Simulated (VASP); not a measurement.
# V (Pm-3m) in VASP: a series of runs

Runs on V. Level: PBE. Tasks: single point, relaxation of cell and atoms.

Everything below comes from runs of VASP 6.6.1. Logs are shortened: lines on timing, memory, paths and dates and some standing lists are left out, and cuts for length are marked.

## Step 1: The cell of the first run

The structure is cubic, space group Pm-3m (No. 221). Conventional cell: a = 2.452 Å, b = 2.452 Å, c = 2.452 Å, α = 90.00°, β = 90.00°, γ = 90.00°. V (site symmetry m-3m) has 6 V at 2.45 Å within 3.2 Å.

## Step 2: Single point, PBE

INCAR reads:

```
SYSTEM = V
  PREC = Accurate
  ENCUT = 520
  EDIFF = 1E-7
  ISMEAR = -1
  SIGMA = 0.1
  LREAL = .False.
  LASPH = .True.
  NELM = 60
  ALGO = Normal
  ISIF = 2
  LWAVE = .False.
  LCHARG = .False.
  GGA = PE
  NBANDS = 12
```

KPOINTS reads:

```
regular mesh
0
Gamma
  16 16 16
  0 0 0
```

POSCAR reads:

```
V
1.0
    2.4518050906      0.0000000000      0.0000000000
    0.0000000000      2.4518050906      0.0000000000
    0.0000000000      0.0000000000      2.4518050906
V
1
Direct
    0.0000000000      0.0000000000      0.0000000000
```

Potentials or basis: VASP PAW PBE potentials, release 64 (V_sv).

Started as:

```bash
cat potpaw_PBE.64/V_sv/POTCAR > POTCAR
mpirun -np 1 vasp_std > vasp.out
```

OUTCAR:

```text
SYSTEM = V
   PREC = Accurate
   ENCUT = 520
   EDIFF = 1E-7
   ISMEAR = -1
   LREAL = .False.
   LASPH = .True.
   NELM = 60
   ISIF = 2
   GGA = PE

 ion  position               nearest neighbor table
   1  0.000  0.000  0.000-

  LATTYP: Found a simple cubic cell.
 ALAT       =     2.4518050906

  Lattice vectors:

 A1 = (   2.4518050906,   0.0000000000,   0.0000000000)
 A2 = (   0.0000000000,   2.4518050906,   0.0000000000)
 A3 = (   0.0000000000,   0.0000000000,   2.4518050906)

Analysis of symmetry for initial positions (statically):
=====================================================================
 Subroutine PRICEL returns:
 Original cell was already a primitive cell.

 Routine SETGRP: Setting up the symmetry group for a
 simple cubic supercell.

 Subroutine GETGRP returns: Found 48 space group operations
 (whereof 48 operations were pure point group operations)
 out of a pool of 48 trial point group operations.

The static configuration has the point symmetry O_h .

Analysis of symmetry for dynamics (positions and initial velocities):
=====================================================================
 Subroutine PRICEL returns:
 Original cell was already a primitive cell.

 Routine SETGRP: Setting up the symmetry group for a
 simple cubic supercell.

 Subroutine GETGRP returns: Found 48 space group operations
 (whereof 48 operations were pure point group operations)
 out of a pool of 48 trial point group operations.

The dynamic configuration has the point symmetry O_h .

 Subroutine INISYM returns: Found 48 space group operations
 (whereof 48 operations are pure point group operations),
 and found     1 'primitive' translations

----------------------------------------------------------------------------------------

                                     Primitive cell

  volume of cell :      14.7387

  direct lattice vectors                    reciprocal lattice vectors
     2.451805091  0.000000000  0.000000000     0.407862764  0.000000000  0.000000000
     0.000000000  2.451805091  0.000000000     0.000000000  0.407862764  0.000000000
     0.000000000  0.000000000  2.451805091     0.000000000  0.000000000  0.407862764

  length of vectors
     2.451805091  2.451805091  2.451805091     0.407862764  0.407862764  0.407862764

  position of ions in fractional coordinates (direct lattice)
     0.000000000  0.000000000  0.000000000
[... 70 lines left out ...]
   ISPIN  =      1    spin polarized calculation?
   LNONCOLLINEAR =      F non collinear calculations
   LSORBIT =      F    spin-orbit coupling
   LASPH  =      T    aspherical Exc in radial PAW
   ENCUT  =  520.0 eV  38.22 Ry    6.18 a.u.   4.56  4.56  4.56*2*pi/ulx,y,z
   NELM   =     60;   NELMIN=  2; NELMDL= -5     # of ELM steps
   EDIFF  = 0.1E-06   stopping-criterion for ELM
   LREAL  =      F    real-space projection
   EDIFFG = 0.1E-05   stopping-criterion for IOM
   NSW    =      0    number of steps for IOM
   IBRION =     -1    ionic relax: 0-MD 1-quasi-New 2-CG
   NFREE  =      0    steps in history (QN), initial steepest desc. (CG)
   ISIF   =      2    stress and relaxation
   ISYM   =      2    0-nonsym 1-usesym 2-fastsym
   POTIM  = 0.5000    time-step for ionic-motion
   TEBEG  =    0.0;   TEEND  =   0.0 temperature during run
   PSTRESS=    0.0 pullay stress
   NELECT =      13.0000    total number of electrons
   NUPDOWN=      -1.0000    fix difference up-down
   EMIN   =  10.00;   EMAX   =-10.00  energy-range for DOS
   EFERMI =   0.00;   METHOD = LEGACY
   ISMEAR =    -1;   SIGMA  =   0.10  broadening in eV -4-tet -1-fermi 0-gaus
   EFERMI_NEDOS =   21; number of points for ismear=-14 and -15
   IALGO  =     38    algorithm
   IMIX   =      4    mixing-type and parameters
     AMIX     =   0.40;   BMIX     =  1.00
     AMIX_MAG =   1.60;   BMIX_MAG =  1.00
  volume/ion in A,a.u.               =      14.74        99.46
  Fermi-wavevector in a.u.,A,eV,Ry     =   1.570013  2.966895 33.537570  2.464942
  Thomas-Fermi vector in A             =   2.671810
   LORBIT       =      0    0 simple, 1 ext, 2 COOP (PROOUT), +10 PAW based schemes
   GGA     = PE    functional components
[... 5 lines left out ...]
 non-spin polarized calculation
  energy-cutoff  :      520.00
  volume of cell :       14.74
 maximum number of plane-waves:       432
   NGX =  9   NGY =  9   NGZ =  9

 number of electron      12.9999979 magnetization

 Free energy of the ion-electron system (eV)
  ---------------------------------------------------
  ext. energy  EPLUGINS =         0.00000000
  ---------------------------------------------------
  free energy    TOTEN  =        -8.17090832 eV

  energy without entropy =       -8.12579721  energy(sigma->0) =       -8.14835277

 E-fermi :   8.7996     XC(G=0): -12.3063

 val. band max:        8.7961963921   @ k =   0.5000   0.1875   0.1875
 cond. band min:       8.8377206187   @ k =   0.5000   0.3125   0.1875
 fundamental gap:      0.0415242266
 Fermi energy:         8.7996399690

 k-point     1 :       0.0000    0.0000    0.0000
  band No.  band energies     occupation
      1     -55.0734      2.00000
      2     -28.3326      2.00000
      3     -28.3326      2.00000
      4     -28.3326      2.00000
      5       2.4553      2.00000
      6       6.6754      2.00000
      7       6.6754      2.00000
      8      12.2906      0.00000
      9      12.2906      0.00000
     10      12.2906      0.00000
     11      27.0104      0.00000
     12      27.0104      0.00000
[... 331 lines left out ...]
 k-point    24 :       0.5000    0.1250    0.0000
  band No.  band energies     occupation
      1     -54.8885      2.00000
      2     -29.3459      2.00000
      3     -28.3874      2.00000
      4     -28.2271      2.00000
      5       6.9620      2.00000
      6       7.7199      1.99996
      7       7.8208      1.99989
      8      10.3763      0.00000
      9      11.2422      0.00000
     10      12.1884      0.00000
     11      16.4803      0.00000
     12      27.4042      0.00000

 [... further k-points ...]
[... 5 lines left out ...]
  --------------------------------------------------------------------------------------
  -------------------------------------------------------------------------------------
  Total        0.0095103      0.0095103      0.0095103      0.0000000      0.0000000      0.0000000
  in kB        1.0338197      1.0338197      1.0338197      0.0000000      0.0000000      0.0000000
  external PRESSURE =       1.0338197 kB  Pullay stress =       0.0000000 kB

 VOLUME and BASIS-vectors are now :
 -----------------------------------------------------------------------------
  energy-cutoff  :      520.00
  volume of cell :       14.74
      direct lattice vectors                 reciprocal lattice vectors
     2.451805091  0.000000000  0.000000000     0.407862764  0.000000000  0.000000000
     0.000000000  2.451805091  0.000000000     0.000000000  0.407862764  0.000000000
     0.000000000  0.000000000  2.451805091     0.000000000  0.000000000  0.407862764

 POSITION                                       TOTAL-FORCE (eV/Angst)
 -----------------------------------------------------------------------------------
      0.00000      0.00000      0.00000         0.000000      0.000000      0.000000
 -----------------------------------------------------------------------------------
    total drift:                                0.000000      0.000000      0.000000

  FREE ENERGIE OF THE ION-ELECTRON SYSTEM (eV)
  ---------------------------------------------------
  free  energy   TOTEN  =        -8.1709083229 eV

  energy  without entropy=       -8.1257972117  energy(sigma->0) =       -8.14835277
```

stdout:

```text
POSCAR found type information on POSCAR V
 POSCAR found :  1 types and       1 ions
 scaLAPACK will be used
 LDA part: xc-table for (Slater+PW92), standard interpolation
 POSCAR, INCAR and KPOINTS ok, starting setup
 FFT: planning ... GRIDC
 FFT: planning ... GRID_SOFT
 FFT: planning ... GRID
 WAVECAR not read
 entering main loop
```

It took 7 s on 1 thread of Intel Xeon 6975P-C (Granite Rapids), shared host; peak memory 0.13 GiB.

Results:

```yaml
Free_energy: -8.1709 eV
Pressure: 0.1 GPa
```

## Step 3: Single point, PBE

INCAR reads:

```
SYSTEM = V
PREC = Accurate
ENCUT = 520
EDIFF = 1E-7
ISMEAR = -1
SIGMA = 0.1
LREAL = .FALSE.
LASPH = .TRUE.
NELM = 100
ALGO = Normal
ISIF = 2
LWAVE = .FALSE.
LCHARG = .FALSE.
GGA = PE
NBANDS = 12
```

KPOINTS reads:

```
regular mesh
0
G
  16 16 16
  0 0 0
```

POSCAR reads:

```
V
1.0
    2.4516026398      0.0000000000      0.0000000000
    0.0000000000      2.4516026398      0.0000000000
    0.0000000000      0.0000000000      2.4516026398
V
1
Direct
    0.0000000000      0.0000000000      0.0000000000
```

Potentials or basis: VASP PAW PBE potentials, release 64 (V_sv).

Started as:

```bash
cat potpaw_PBE.64/V_sv/POTCAR > POTCAR
mpirun -np 1 vasp_std > vasp.out
```

OUTCAR:

```text
SYSTEM = V
   PREC = Accurate
   ENCUT = 520
   EDIFF = 1E-7
   ISMEAR = -1
   LREAL = .FALSE.
   LASPH = .TRUE.
   NELM = 100
   ISIF = 2
   GGA = PE

 ion  position               nearest neighbor table
   1  0.000  0.000  0.000-

  LATTYP: Found a simple cubic cell.
 ALAT       =     2.4516026398

  Lattice vectors:

 A1 = (   2.4516026398,   0.0000000000,   0.0000000000)
 A2 = (   0.0000000000,   2.4516026398,   0.0000000000)
 A3 = (   0.0000000000,   0.0000000000,   2.4516026398)

Analysis of symmetry for initial positions (statically):
=====================================================================
 Subroutine PRICEL returns:
 Original cell was already a primitive cell.

 Routine SETGRP: Setting up the symmetry group for a
 simple cubic supercell.

 Subroutine GETGRP returns: Found 48 space group operations
 (whereof 48 operations were pure point group operations)
 out of a pool of 48 trial point group operations.

The static configuration has the point symmetry O_h .

Analysis of symmetry for dynamics (positions and initial velocities):
[... 157 lines left out ...]

 val. band max:        8.7991230190   @ k =   0.5000   0.1875   0.1875
 cond. band min:       8.8407709235   @ k =   0.5000   0.3125   0.1875
 fundamental gap:      0.0416479045
 Fermi energy:         8.8025373813

 k-point     1 :       0.0000    0.0000    0.0000
  band No.  band energies     occupation
      1     -55.0704      2.00000
      2     -28.3291      2.00000
      3     -28.3291      2.00000
      4     -28.3291      2.00000
      5       2.4576      2.00000
      6       6.6776      2.00000
      7       6.6776      2.00000
      8      12.2946      0.00000
      9      12.2946      0.00000
     10      12.2946      0.00000
     11      27.0163      0.00000
     12      27.0163      0.00000
[... 331 lines left out ...]
 k-point    24 :       0.5000    0.1250    0.0000
  band No.  band energies     occupation
      1     -54.8853      2.00000
      2     -29.3431      2.00000
      3     -28.3840      2.00000
      4     -28.2236      2.00000
      5       6.9648      2.00000
      6       7.7226      1.99996
      7       7.8234      1.99989
      8      10.3795      0.00000
      9      11.2459      0.00000
     10      12.1924      0.00000
     11      16.4855      0.00000
     12      27.4094      0.00000

 [... further k-points ...]
[... 5 lines left out ...]
  --------------------------------------------------------------------------------------
  -------------------------------------------------------------------------------------
  Total        0.0127527      0.0127527      0.0127527      0.0000000      0.0000000     -0.0000000
  in kB        1.3866324      1.3866324      1.3866324      0.0000000      0.0000000     -0.0000000
  external PRESSURE =       1.3866324 kB  Pullay stress =       0.0000000 kB

 VOLUME and BASIS-vectors are now :
 -----------------------------------------------------------------------------
  energy-cutoff  :      520.00
  volume of cell :       14.74
      direct lattice vectors                 reciprocal lattice vectors
     2.451602640  0.000000000  0.000000000     0.407896444  0.000000000  0.000000000
     0.000000000  2.451602640  0.000000000     0.000000000  0.407896444  0.000000000
     0.000000000  0.000000000  2.451602640     0.000000000  0.000000000  0.407896444

 POSITION                                       TOTAL-FORCE (eV/Angst)
 -----------------------------------------------------------------------------------
      0.00000      0.00000      0.00000         0.000000      0.000000      0.000000
 -----------------------------------------------------------------------------------
    total drift:                               -0.000000      0.000000      0.000000

  FREE ENERGIE OF THE ION-ELECTRON SYSTEM (eV)
  ---------------------------------------------------
  free  energy   TOTEN  =        -8.1709043514 eV

  energy  without entropy=       -8.1257986280  energy(sigma->0) =       -8.14835149
```

OSZICAR:

```text
N       E                     dE             d eps       ncg     rms          rms(c)
DAV:   1     0.965944210160E+02    0.96594E+02   -0.70393E+03  3972   0.117E+03
DAV:   2    -0.766510059358E+01   -0.10426E+03   -0.10050E+03  4052   0.331E+02
DAV:   3    -0.908030056725E+01   -0.14152E+01   -0.14113E+01  4388   0.459E+01
DAV:   4    -0.908773390652E+01   -0.74333E-02   -0.74332E-02  4316   0.353E+00
DAV:   5    -0.908782816701E+01   -0.94260E-04   -0.94262E-04  4404   0.377E-01    0.161E+01
DAV:   6    -0.818042812610E+01    0.90740E+00   -0.25954E+00  4112   0.236E+01    0.240E+00
DAV:   7    -0.817314246733E+01    0.72857E-02   -0.21418E-02  4096   0.168E+00    0.142E+00
DAV:   8    -0.817094179902E+01    0.22007E-02   -0.50945E-03  4256   0.932E-01    0.655E-02
DAV:   9    -0.817091570905E+01    0.26090E-04   -0.96479E-05  4148   0.130E-01    0.288E-02
DAV:  10    -0.817090426208E+01    0.11447E-04   -0.15769E-05  4232   0.524E-02    0.520E-03
DAV:  11    -0.817090435139E+01   -0.89313E-07   -0.25828E-07  4300   0.772E-03
   1 F= -.81709044E+01 E0= -.81483515E+01  d E =-.451057E-01
```

stdout:

```text
POSCAR found type information on POSCAR V
 POSCAR found :  1 types and       1 ions
 scaLAPACK will be used
 LDA part: xc-table for (Slater+PW92), standard interpolation
 POSCAR, INCAR and KPOINTS ok, starting setup
 FFT: planning ... GRIDC
 FFT: planning ... GRID_SOFT
 FFT: planning ... GRID
 WAVECAR not read
 entering main loop
```

Wall time 7.1 s (1 thread of Intel Xeon 6975P-C (Granite Rapids), shared host); peak memory 0.14 GiB.

What came out:

- Free energy: -8.1709 eV
- Pressure: 0.1 GPa

Levels at points of the mesh, in eV from the Fermi level:
| k point | band 5 | band 6 | band 7 | band 8 | band 9 | band 10 |
| --- | --- | --- | --- | --- | --- | --- |
| (0.00, 0.00, 0.00) | -6.34 | -2.12 | -2.12 | 3.49 | 3.49 | 3.49 |
| (0.50, 0.00, 0.00) | -2.24 | -1.36 | -0.19 | 1.52 | 1.52 | 3.67 |
| (0.50, 0.50, 0.00) | -3.54 | -0.70 | 1.95 | 1.95 | 4.72 | 6.10 |
| (0.50, 0.50, 0.50) | -1.92 | -1.92 | -1.92 | 4.83 | 4.83 | 10.35 |

## Step 4: Relaxation of cell and atoms, PBE, target pressure -0.18 GPa, at which the enthalpy is minimised

This run uses another cell than the first one, of 14.57 Å³/atom, 0.989 times its volume.

INCAR reads:

```
SYSTEM = V
PREC = Accurate
ENCUT = 600
EDIFF = 1E-6
ISMEAR = -1
SIGMA = 0.1
LREAL = .False.
LASPH = .True.
NELM = 100
ALGO = Normal
ISIF = 3
LWAVE = .False.
LCHARG = .False.
GGA = PE
IBRION = 2
NSW = 60
EDIFFG = -0.005
PSTRESS = -1.7999999999999998
```

KPOINTS reads:

```
regular mesh
0
Gamma
  16 16 16
  0 0 0
```

POSCAR reads:

```
V
1.0
    2.4425520642      0.0000000000      0.0000000000
    0.0000000000      2.4425520642      0.0000000000
    0.0000000000      0.0000000000      2.4425520642
V
1
Direct
    0.0000000000      0.0000000000      0.0000000000
```

Started as:

```bash
cat potpaw_PBE.64/V_sv/POTCAR > POTCAR
mpirun -np 1 vasp_std > vasp.out
```

Wall time 15 s (1 thread of Intel Xeon 6975P-C (Granite Rapids), shared host); peak memory 0.15 GiB.

It converged, with:

* Free energy: -8.1708 eV
* Relaxed volume: 14.77 Å³/atom
* Relaxed cell: a = 2.453 Å, b = 2.453 Å, c = 2.453 Å, α = 90.00°, β = 90.00°, γ = 90.00°
* Space group after relaxing (to 0.05 Å): Pm-3m (No. 221)
* Energy change on relaxing (the enthalpy is what falls): -0.9 meV/atom
* Ionic steps: 3
* Pressure after relaxing: -0.2 GPa

Step by step:
| step | energy change (eV) | largest force (eV/Å) | pressure (GPa) | volume (Å³) |
| --- | --- | --- | --- | --- |
| 1 | 0.0000 | 0.0000 | 1.66 | 14.57 |
| 2 | 0.0000 | 0.0000 | -1.64 | 14.93 |
| 3 | -0.0009 | 0.0000 | -0.16 | 14.77 |

Final structure:
```
CELL_PARAMETERS angstrom
2.45336 0.00000 0.00000
0.00000 2.45336 0.00000
0.00000 0.00000 2.45336
ATOMIC_POSITIONS crystal
V 0.00000 0.00000 0.00000
```

Levels at points of the mesh, in eV from the Fermi level:
| k point | band 3 | band 4 | band 5 | band 6 | band 7 | band 8 | band 9 | band 10 |
| --- | --- | --- | --- | --- | --- | --- | --- | --- |
| (0.00, 0.00, 0.00) | -37.14 | -37.14 | -6.34 | -2.12 | -2.12 | 3.48 | 3.48 | 3.48 |
| (0.50, 0.00, 0.00) | -37.04 | -37.04 | -2.24 | -1.36 | -0.19 | 1.51 | 1.51 | 3.66 |
| (0.50, 0.50, 0.00) | -38.01 | -36.96 | -3.52 | -0.70 | 1.95 | 1.95 | 4.70 | 6.09 |
| (0.50, 0.50, 0.50) | -37.87 | -37.87 | -1.92 | -1.92 | -1.92 | 4.81 | 4.81 | 10.35 |

Caveat: the cell is relaxed towards a set pressure, so the enthalpy falls and the energy may rise.

## Step 5: Relaxation of cell and atoms, PBE, target pressure -0.18 GPa, at which the enthalpy is minimised

INCAR reads:

```
PREC = Accurate
ENCUT = 600
EDIFF = 1E-6
ISMEAR = -1
SIGMA = 0.1
LREAL = F
LASPH = T
NELM = 100
ALGO = Normal
ISIF = 3
LWAVE = F
LCHARG = F
GGA = PE
IBRION = 2
NSW = 32
EDIFFG = -0.005
PSTRESS = -1.7999999999999998
```

KPOINTS reads:

```
regular mesh
0
Gamma
  16 16 16
```

POSCAR reads:

```
V
1.0
    2.4518050906      0.0000000000      0.0000000000
    0.0000000000      2.4518050906      0.0000000000
    0.0000000000      0.0000000000      2.4518050906
V
1
Direct
    0.0000000000      0.0000000000      0.0000000000
```

Started as:

```bash
cat potpaw_PBE.64/V_sv/POTCAR > POTCAR
mpirun -np 1 vasp_std > vasp.out
```

Run time: 14 s. Hardware: 1 thread of Intel Xeon 6975P-C (Granite Rapids), shared host; peak memory 0.15 GiB.

Results (log left out):

```yaml
Free_energy: -8.1709 eV
Relaxed_volume: 14.76 Å³/atom
Relaxed_cell: a = 2.453 Å, b = 2.453 Å, c = 2.453 Å, α = 90.00°, β = 90.00°, γ = 90.00°
Space_group_after_relaxing_to_0.05_Å: Pm-3m (No. 221)
Energy_change_on_relaxing_the_enthalpy_is_what_falls: +0.0 meV/atom
Ionic_steps: 3
Pressure_after_relaxing: -0.2 GPa
```

Final structure:
```
CELL_PARAMETERS angstrom
2.45317 0.00000 0.00000
0.00000 2.45317 0.00000
0.00000 0.00000 2.45317
ATOMIC_POSITIONS crystal
V 0.00000 0.00000 0.00000
```

Levels at points of the mesh, in eV from the Fermi level:
```tsv
k point	band 5	band 6	band 7	band 8	band 9	band 10
(0.00, 0.00, 0.00)	-6.34	-2.12	-2.12	3.48	3.48	3.48
(0.50, 0.00, 0.00)	-2.24	-1.36	-0.19	1.51	1.51	3.66
(0.50, 0.50, 0.00)	-3.53	-0.70	1.95	1.95	4.70	6.09
(0.50, 0.50, 0.50)	-1.92	-1.92	-1.92	4.81	4.81	10.35
```

Caveat: the cell is relaxed towards a set pressure, so the enthalpy falls and the energy may rise.

## Step 6: The runs side by side

| task | cell | cutoff (eV) | gap on the mesh (eV) | pressure (GPa) |
| --- | --- | --- | --- | --- |
| single point | a = 2.452 Å, 1 atom | 520 | none | 0.1 |
| relaxation of cell and atoms | relaxed to -0.18 GPa from a = 2.443 Å, 1 atom | 600 | none | -0.2 |
| relaxation of cell and atoms | relaxed to -0.18 GPa from a = 2.452 Å, 1 atom | 600 | none | -0.2 |

Alike in all rows: level PBE; potentials or basis VASP PAW PBE potentials, release 64 (V_sv); no spin polarisation; k mesh 16 × 16 × 16; smearing fermi-dirac 0.1 eV.

Caveats: the cell is relaxed towards a set pressure, so the enthalpy falls and the energy may rise (some runs).

Total energies depend on the potentials used, so only differences within one code and one set of settings carry meaning.
